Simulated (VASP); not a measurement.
Runs of VASP 6.6.1 on GaP. The structure is that of space group P6_3/mmc (No. 194), or close to it. The cells are those of the table. 

| task | level | cell | cutoff (eV) | gap on the mesh (eV) | pressure (GPa) |
| --- | --- | --- | --- | --- | --- |
| single point | PBE | a = 3.597, b = 3.597, c = 6.031 Å, angles 90.0, 90.0, 120.0°, 4 atoms | 520 | none | (a) |
| relaxation of cell and atoms | PBE | relaxed from a = 3.403, b = 3.403, c = 5.547 Å, angles 90.0, 90.0, 120.0°, 4 atoms | 600 | none | 0.0 |
| single point | r2SCAN | a = 3.597, b = 3.597, c = 6.031 Å, angles 90.0, 90.0, 120.0°, 4 atoms | 520 | none | -0.1 |
| single point | PBE | a = 3.618, b = 3.618, c = 6.110 Å, angles 90.0, 90.0, 120.0°, 4 atoms | 520 | none | 0.1 |

Alike in all rows: potentials or basis VASP PAW PBE potentials, release 64 (Ga_d, P); no spin polarisation; k mesh 12 × 12 × 4; smearing fermi-dirac 0.02 eV.

Problem. Fill in the values left out.

Solution. (a) 2.4.

Caveats: the PAW data sets were made with another functional, which shifts forces and pressure a little (some runs).

A k mesh can miss the band edges, and the runs leave out spin-orbit coupling on Ga.

A gap of «none» marks levels without a gap at the run's occupations.
